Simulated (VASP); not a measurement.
Runs of VASP 6.6.1 on FeSi. The structure is that of space group P2_13 (No. 198), or close to it. The cells are those of the table. 

| task | cell | gap on the mesh (eV) | pressure (GPa) | largest force (eV/Å) |
| --- | --- | --- | --- | --- |
| single point | a = 4.430 Å, 8 atoms | 0.16 | (b) | 0.03 |
| single point | a = 4.380 Å, 8 atoms | 0.16 | 11.5 | 0.04 |
| relaxation of the atoms | atoms relaxed from a = 4.380 Å, 8 atoms | 0.16 | 11.4 | - |
| single point | a = 4.482 Å, 8 atoms | 0.16 | -4.5 | 0.04 |
| single point | a = 4.530 Å, 8 atoms | 0.16 | -10.3 | 0.03 |
| single point | a = 4.448 Å, 8 atoms | 0.16 | (a) | 0.04 |

Alike in all rows: level PBE; potentials or basis VASP PAW PBE potentials, release 64 (Fe, Si); no spin polarisation; k mesh 8 × 8 × 8; cutoff (eV) 520; smearing gaussian 0.01 eV.

Q: Fill in the values left out.

A: (a) 0.2; (b) 2.9.

A k mesh can miss the band edges.
